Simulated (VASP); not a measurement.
The system is Fe.

```
Fe
1.0
    -1.43450    1.43450    1.43450
     1.43450   -1.43450    1.43450
     1.43450    1.43450   -1.43450
Fe
1
Direct
  0.00000 0.00000 0.00000
```

Base run:

* Program: VASP 6.6.1
* Functional: PBE
* Potentials or basis: VASP PAW PBE potentials, release 64 (Fe)
* Cutoff: 600 eV
* k mesh: 14 × 14 × 14
* Occupations: gaussian, width 0.1 eV
* Spin: collinear spin, ferromagnetic start
* Starting moments: [3.56] μB
* Fixed moment: 3.56 μB

Its results: pressure 33.6 GPa; site moments Fe +3.43 μB.

Q: The run is repeated on the same cell with these changes: fixed moment from 3.56 μB to 1.02 μB; moments at the start from [3.56] to [1.02]. What comes out?

A: Pressure -20.0 GPa; site moments Fe +1.04 μB.

Caveats: the total moment is fixed, so each spin has its own Fermi level.
